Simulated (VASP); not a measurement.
# Li (P4/mbm) in VASP: further runs

The runs below take Li through single point, with PBE.

Program: VASP 6.6.1. These are calculated values, not measurements. Logs are shortened: lines on timing, memory, paths and dates and some standing lists are left out, and cuts for length are marked.

## (1) The cell of the first run

It takes space group P4/mbm (No. 127, tetragonal). The conventional cell has a = 6.963 Å, b = 6.963 Å, c = 2.553 Å, α = 90.00°, β = 90.00°, γ = 90.00°. Within 3.4 Å of Li (site symmetry m2m) lie 4 Li at 2.55 to 2.57 Å. Li (site symmetry 4/m) has 6 Li at 2.55 to 2.57 Å within 3.4 Å.

## (2) Single point, PBE

File INCAR:

```
SYSTEM = Li
PREC = Accurate ; ENCUT = 520
EDIFF = 1E-7 ; ISMEAR = 0
SIGMA = 0.1 ; LREAL = .FALSE.
LASPH = .TRUE. ; NELM = 80
ALGO = Normal ; ISIF = 2
LWAVE = .FALSE. ; LCHARG = .FALSE.
GGA = PE ; NBANDS = 18
```

File KPOINTS:

```
Automatic mesh
0
G
  4 4 6
  0 0 0
```

File POSCAR:

```
Li
1.0
    6.9628750600      0.0000000000      0.0000000000
    0.0000000000      6.9628750600      0.0000000000
    0.0000000000      0.0000000000      2.5531783200
Li
6
Direct
    0.1767953900      0.3232046100      0.0000000000
    0.3232046100      0.8232046100      0.0000000000
    0.8232046100      0.6767953900      0.0000000000
    0.6767953900      0.1767953900      0.0000000000
    0.0000000000      0.0000000000      0.0000000000
    0.5000000000      0.5000000000      0.0000000000
```

Potentials or basis: VASP PAW PBE potentials, release 64 (Li_sv).

Command:

```sh
$ cat potpaw_PBE.64/Li_sv/POTCAR > POTCAR
$ mpirun -np 1 vasp_std > vasp.out
```

OUTCAR:

```text
SYSTEM = Li
   PREC = Accurate
   ENCUT = 520
   EDIFF = 1E-7
   ISMEAR = 0
   LREAL = .FALSE.
   LASPH = .TRUE.
   NELM = 80
   ISIF = 2
   GGA = PE

 ion  position               nearest neighbor table
   1  0.177  0.323  0.000-   5 2.57   6 2.57
   2  0.323  0.823  0.000-   5 2.57   6 2.57
   3  0.823  0.677  0.000-   5 2.57   6 2.57
   4  0.677  0.177  0.000-   5 2.57   6 2.57
   5  0.000  0.000  0.000-   1 2.57   2 2.57   3 2.57   4 2.57
   6  0.500  0.500  0.000-   1 2.57   2 2.57   3 2.57   4 2.57

  LATTYP: Found a simple tetragonal cell.
 ALAT       =     6.9628750600
 C/A-ratio  =     0.3666844943

  Lattice vectors:

 A1 = (   6.9628750600,   0.0000000000,   0.0000000000)
 A2 = (   0.0000000000,   6.9628750600,   0.0000000000)
 A3 = (   0.0000000000,   0.0000000000,   2.5531783200)

Analysis of symmetry for initial positions (statically):
=====================================================================
 Subroutine PRICEL returns:
 Original cell was already a primitive cell.

 Routine SETGRP: Setting up the symmetry group for a
 simple tetragonal supercell.

 Subroutine GETGRP returns: Found 16 space group operations
 (whereof  8 operations were pure point group operations)
 out of a pool of 16 trial point group operations.

The static configuration has the point symmetry C_4h.
 The point group associated with its full space group is D_4h.

Analysis of symmetry for dynamics (positions and initial velocities):
=====================================================================
 Subroutine PRICEL returns:
 Original cell was already a primitive cell.

 Routine SETGRP: Setting up the symmetry group for a
 simple tetragonal supercell.

 Subroutine GETGRP returns: Found 16 space group operations
 (whereof  8 operations were pure point group operations)
 out of a pool of 16 trial point group operations.

The dynamic configuration has the point symmetry C_4h.
 The point group associated with its full space group is D_4h.

 Subroutine INISYM returns: Found 16 space group operations
 (whereof  8 operations are pure point group operations),
 and found     1 'primitive' translations

----------------------------------------------------------------------------------------

                                     Primitive cell

  volume of cell :     123.7822

  direct lattice vectors                    reciprocal lattice vectors
     6.962875060  0.000000000  0.000000000     0.143618834  0.000000000  0.000000000
     0.000000000  6.962875060  0.000000000     0.000000000  0.143618834  0.000000000
     0.000000000  0.000000000  2.553178320     0.000000000  0.000000000  0.391668687

  length of vectors
     6.962875060  6.962875060  2.553178320     0.143618834  0.143618834  0.391668687

  position of ions in fractional coordinates (direct lattice)
     0.176795390  0.323204610  0.000000000
     0.323204610  0.823204610  0.000000000
     0.823204610  0.676795390  0.000000000
     0.676795390  0.176795390  0.000000000
     0.000000000  0.000000000  0.000000000
     0.500000000  0.500000000  0.000000000

  ion indices of the primitive-cell ions
   primitive index   ion index
                 1           1
                 2           2
                 3           3
                 4           4
                 5           5
                 6           6

----------------------------------------------------------------------------------------

 KPOINTS: Automatic mesh

Automatic generation of k-mesh.
 Grid dimensions read from file:
 generate k-points for:    4    4    6

 Generating k-lattice:

  Cartesian coordinates                     Fractional coordinates (reciprocal lattice)
     0.035904709  0.000000000  0.000000000     0.250000000  0.000000000  0.000000000
     0.000000000  0.035904709  0.000000000     0.000000000  0.250000000  0.000000000
     0.000000000  0.000000000  0.065278114     0.000000000  0.000000000  0.166666667

  Length of vectors
     0.035904709  0.035904709  0.065278114

  Shift w.r.t. Gamma in fractional coordinates (k-lattice)
     0.000000000  0.000000000  0.000000000

 Subroutine IBZKPT returns following result:
 ===========================================

 Found     24 irreducible k-points:

 Following reciprocal coordinates:
            Coordinates               Weight
  0.000000  0.000000  0.000000      1.000000
  0.250000  0.000000  0.000000      4.000000
  0.500000  0.000000  0.000000      2.000000
  0.250000  0.250000  0.000000      4.000000
  0.500000  0.250000  0.000000      4.000000
  0.500000  0.500000  0.000000      1.000000
[... 16 lines left out ...]
  0.500000  0.250000  0.500000      4.000000
  0.500000  0.500000  0.500000      1.000000
   k-points           NKPTS =     24   k-points in BZ     NKDIM =     24   number of bands    NBANDS=     18
   number of dos      NEDOS =    301   number of ions     NIONS =      6
   total plane-waves  NPLWV =  58320
   dimension x,y,z NGX =    54 NGY =   54 NGZ =   20
   dimension x,y,z NGXF=   108 NGYF=  108 NGZF=   40
   ions per type =               6
   NGX,Y,Z   is equivalent  to a cutoff of  12.89, 12.89, 13.02 a.u.
   NGXF,Y,Z  is equivalent  to a cutoff of  25.79, 25.79, 26.05 a.u.
 SYSTEM =  Li
   PREC   = accura    normal or accurate (medium, high low for compatibility)
   ISTART =      0    job   : 0-new  1-cont  2-samecut
   ICHARG =      2    charge: 1-file 2-atom 10-const
   ISPIN  =      1    spin polarized calculation?
   LNONCOLLINEAR =      F non collinear calculations
   LSORBIT =      F    spin-orbit coupling
   LASPH  =      T    aspherical Exc in radial PAW
   ENCUT  =  520.0 eV  38.22 Ry    6.18 a.u.  12.95 12.95  4.75*2*pi/ulx,y,z
   NELM   =     80;   NELMIN=  2; NELMDL= -5     # of ELM steps
   EDIFF  = 0.1E-06   stopping-criterion for ELM
   LREAL  =      F    real-space projection
   EDIFFG = 0.1E-05   stopping-criterion for IOM
   NSW    =      0    number of steps for IOM
   IBRION =     -1    ionic relax: 0-MD 1-quasi-New 2-CG
   NFREE  =      0    steps in history (QN), initial steepest desc. (CG)
   ISIF   =      2    stress and relaxation
   ISYM   =      2    0-nonsym 1-usesym 2-fastsym
   POTIM  = 0.5000    time-step for ionic-motion
   TEBEG  =    0.0;   TEEND  =   0.0 temperature during run
   PSTRESS=    0.0 pullay stress
   NELECT =      18.0000    total number of electrons
   NUPDOWN=      -1.0000    fix difference up-down
   EMIN   =  10.00;   EMAX   =-10.00  energy-range for DOS
   EFERMI =   0.00;   METHOD = LEGACY
   ISMEAR =     0;   SIGMA  =   0.10  broadening in eV -4-tet -1-fermi 0-gaus
   EFERMI_NEDOS =   21; number of points for ismear=-14 and -15
   IALGO  =     38    algorithm
   IMIX   =      4    mixing-type and parameters
     AMIX     =   0.40;   BMIX     =  1.00
     AMIX_MAG =   1.60;   BMIX_MAG =  1.00
  volume/ion in A,a.u.               =      20.63       139.22
  Fermi-wavevector in a.u.,A,eV,Ry     =   0.860887  1.626841 10.083640  0.741127
  Thomas-Fermi vector in A             =   1.978459
   LORBIT       =      0    0 simple, 1 ext, 2 COOP (PROOUT), +10 PAW based schemes
   GGA     = PE    functional components
   LHFCALC =     F    Hartree Fock is set to
   AEXX    =    0.0000 exact exchange contribution
   IVDW    =     0    specifies the selected vdW correction
   LEPSILON=     F    determine dielectric tensor
   LRPA    =     F    only Hartree local field effects (RPA)
 non-spin polarized calculation
 Gauss-broadening in eV      SIGMA  =   0.10
  energy-cutoff  :      520.00
  volume of cell :      123.78
 maximum number of plane-waves:      3356
 NGX is ok and might be reduce to    54
   NGX = 25   NGY = 25   NGZ =  9

 number of electron      17.9999998 magnetization

 Free energy of the ion-electron system (eV)
  ---------------------------------------------------
  ext. energy  EPLUGINS =         0.00000000
  ---------------------------------------------------
  free energy    TOTEN  =        -9.82955244 eV

  energy without entropy =       -9.81928657  energy(sigma->0) =       -9.82441951

 E-fermi :   0.6379     XC(G=0):  -6.9574

 val. band max:        0.4233039478   @ k =   0.2500   0.2500   0.0000
 cond. band min:       0.6538514542   @ k =   0.2500   0.2500   0.3333
 fundamental gap:      0.2305475064
 Fermi energy:         0.6379457005

 k-point     1 :       0.0000    0.0000    0.0000
  band No.  band energies     occupation
      1     -46.4806      2.00000
      2     -46.4776      2.00000
      3     -46.4776      2.00000
      4     -46.4774      2.00000
      5     -46.0153      2.00000
      6     -46.0136      2.00000
[... 10 lines left out ...]
     17       7.0357      0.00000
     18       7.0357      0.00000

 k-point     2 :       0.2500    0.0000    0.0000
  band No.  band energies     occupation
      1     -46.4802      2.00000
      2     -46.4781      2.00000
      3     -46.4775      2.00000
      4     -46.4774      2.00000
      5     -46.0151      2.00000
      6     -46.0139      2.00000
[... 10 lines left out ...]
     17       6.5979      0.00000
     18       7.0044      0.00000

 k-point     3 :       0.5000    0.0000    0.0000
  band No.  band energies     occupation
      1     -46.4792      2.00000
      2     -46.4792      2.00000
      3     -46.4774      2.00000
      4     -46.4774      2.00000
      5     -46.0145      2.00000
      6     -46.0145      2.00000
[... 10 lines left out ...]
     17       5.9971      0.00000
     18       5.9971      0.00000

 k-point     4 :       0.2500    0.2500    0.0000
  band No.  band energies     occupation
      1     -46.4798      2.00000
      2     -46.4780      2.00000
      3     -46.4780      2.00000
      4     -46.4774      2.00000
      5     -46.0149      2.00000
      6     -46.0140      2.00000
[... 375 lines left out ...]
      4     -46.4385      2.00000
      5     -45.9748      2.00000
      6     -45.9740      2.00000
[... 10 lines left out ...]
     17       5.3277      0.00000
     18       5.9565      0.00000

 k-point    23 :       0.5000    0.2500    0.5000
  band No.  band energies     occupation
      1     -46.4397      2.00000
      2     -46.4397      2.00000
      3     -46.4387      2.00000
      4     -46.4387      2.00000
      5     -45.9744      2.00000
      6     -45.9744      2.00000
[... 10 lines left out ...]
     17       5.6941      0.00000
     18       5.6941      0.00000

 k-point    24 :       0.5000    0.5000    0.5000
  band No.  band energies     occupation
      1     -46.4393      2.00000
      2     -46.4393      2.00000
      3     -46.4391      2.00000
      4     -46.4391      2.00000
      5     -45.9744      2.00000
      6     -45.9744      2.00000
[... 10 lines left out ...]
     17       5.8007      0.00000
     18       5.8007      0.00000

------------------------ aborting loop because EDIFF is reached ----------------------------------------

  FORCE on cell =-STRESS in cart. coord.  units (eV):
  Direction    XX          YY          ZZ          XY          YZ          ZX
  --------------------------------------------------------------------------------------
  -------------------------------------------------------------------------------------
  Total       -0.2725977     -0.2725977      4.0250729      0.0000000     -0.0000000      0.0000000
  in kB       -3.5283721     -3.5283721     52.0985914      0.0000000     -0.0000000      0.0000000
  external PRESSURE =      15.0139491 kB  Pullay stress =       0.0000000 kB

 VOLUME and BASIS-vectors are now :
 -----------------------------------------------------------------------------
  energy-cutoff  :      520.00
  volume of cell :      123.78
      direct lattice vectors                 reciprocal lattice vectors
     6.962875060  0.000000000  0.000000000     0.143618834  0.000000000  0.000000000
     0.000000000  6.962875060  0.000000000     0.000000000  0.143618834  0.000000000
     0.000000000  0.000000000  2.553178320     0.000000000  0.000000000  0.391668687

 POSITION                                       TOTAL-FORCE (eV/Angst)
 -----------------------------------------------------------------------------------
      1.23100      2.25043      0.00000        -0.162692      0.162692      0.000000
      2.25043      5.73187      0.00000         0.162692      0.162692     -0.000000
      5.73187      4.71244      0.00000         0.162692     -0.162692     -0.000000
      4.71244      1.23100      0.00000        -0.162692     -0.162692      0.000000
      0.00000      0.00000      0.00000         0.000000      0.000000      0.000000
      3.48144      3.48144      0.00000         0.000000      0.000000      0.000000
 -----------------------------------------------------------------------------------
    total drift:                                0.000000      0.000000      0.000000

  FREE ENERGIE OF THE ION-ELECTRON SYSTEM (eV)
  ---------------------------------------------------
  free  energy   TOTEN  =        -9.8295524403 eV

  energy  without entropy=       -9.8192865723  energy(sigma->0) =       -9.82441951
```

Run time: 34 s. Hardware: 1 thread of Intel Xeon Platinum 8488C (Sapphire Rapids), shared host; peak memory 0.23 GiB.

Results:

| Item | Value |
| --- | --- |
| Free energy | -9.8296 eV |
| Largest force | 0.230 eV/Å |
| Band gap on the k mesh | zero (band 9 reaches 3.19 eV, above the bottom of band 10 at -1.70 eV) |

Forces in eV/Å, atoms in the order of the input:
```
Li  -0.163  0.163  0.000
Li   0.163  0.163  0.000
Li   0.163 -0.163  0.000
Li  -0.163 -0.163  0.000
Li   0.000  0.000  0.000
Li   0.000  0.000  0.000
```

Caveat: the k points lie up to 0.41 Å⁻¹ apart; the cutoff is under 1.25 times the usual one of these potentials, so pressure, stress and relaxed cells hold a basis-set (Pulay) error.

## (3) Single point, PBE

This run uses another cell than the first one, of 21.48 Å³/atom, 1.041 times its volume.

File INCAR:

```
SYSTEM = Li
PREC     = Accurate       ! precision mode
ENCUT    = 520            ! plane-wave cutoff, eV
EDIFF    = 1E-6           ! SCF threshold, eV
ISMEAR   = 0              ! smearing method
SIGMA    = 0.1            ! smearing width, eV
LREAL    = .False.        ! projectors in reciprocal space
LASPH    = .True.         ! aspherical terms in the spheres
NELM     = 100            ! most SCF steps
ALGO     = Fast           ! electronic algorithm
ISIF     = 2              ! what is computed and relaxed
LWAVE    = .False.        ! write WAVECAR
LCHARG   = .False.        ! write CHGCAR
GGA      = PE             ! functional
NBANDS   = 18             ! bands
```

File KPOINTS:

```
regular mesh
0
Gamma
  6 6 14
  0 0 0
```

File POSCAR:

```
Li
1.0
    6.8040143430      0.0000000000      0.0000000000
    0.0000000000      6.8040143430      0.0000000000
    0.0000000000      0.0000000000      2.7840900175
Li
6
Direct
    0.1440836791      0.3559163209      0.0000000000
    0.3559163209      0.8559163209      0.0000000000
    0.8559163209      0.6440836791      0.0000000000
    0.6440836791      0.1440836791      0.0000000000
    0.0000000000      0.0000000000      0.0000000000
    0.5000000000      0.5000000000      0.0000000000
```

Potentials or basis: VASP PAW PBE potentials, release 64 (Li_sv).

Command:

```sh
$ cat potpaw_PBE.64/Li_sv/POTCAR > POTCAR
$ mpirun -np 1 vasp_std > vasp.out
```

Wall time 2.6 min (1 thread of Intel Xeon Platinum 8488C (Sapphire Rapids), shared host); peak memory 0.3 GiB.

The run converged. Its results:

```
Free energy            : -10.1872 eV
Band gap on the k mesh : zero (band 9 reaches 2.69 eV, above the bottom of band 10 at -1.75 eV)
```

Levels at points of the mesh, in eV from the Fermi level:
| k point | band 6 | band 7 | band 8 | band 9 | band 10 | band 11 | band 12 | band 13 | band 14 | band 15 |
| --- | --- | --- | --- | --- | --- | --- | --- | --- | --- | --- |
| (0.00, 0.00, 0.00) | -46.96 | -3.51 | -1.25 | -1.25 | -1.02 | -0.89 | 1.04 | 1.04 | 2.00 | 2.64 |
| (0.50, 0.00, 0.00) | -46.96 | -2.90 | -2.90 | -0.89 | -0.89 | 0.01 | 0.01 | 1.96 | 1.96 | 4.89 |
| (0.50, 0.50, 0.00) | -46.96 | -2.32 | -2.32 | -2.27 | -2.27 | 1.44 | 1.44 | 2.44 | 2.44 | 3.93 |
| (0.00, 0.00, 0.50) | -46.94 | -0.84 | 1.70 | 1.79 | 2.14 | 2.42 | 2.42 | 2.86 | 2.86 | 3.36 |
| (0.50, 0.00, 0.50) | -46.94 | -0.07 | -0.07 | 2.14 | 2.14 | 2.45 | 2.45 | 3.06 | 3.06 | 3.58 |
| (0.50, 0.50, 0.50) | -46.94 | 0.50 | 0.50 | 0.90 | 0.90 | 2.39 | 2.39 | 2.55 | 2.55 | 4.86 |

Caveat: the cutoff is under 1.25 times the usual one of these potentials, so pressure, stress and relaxed cells hold a basis-set (Pulay) error.
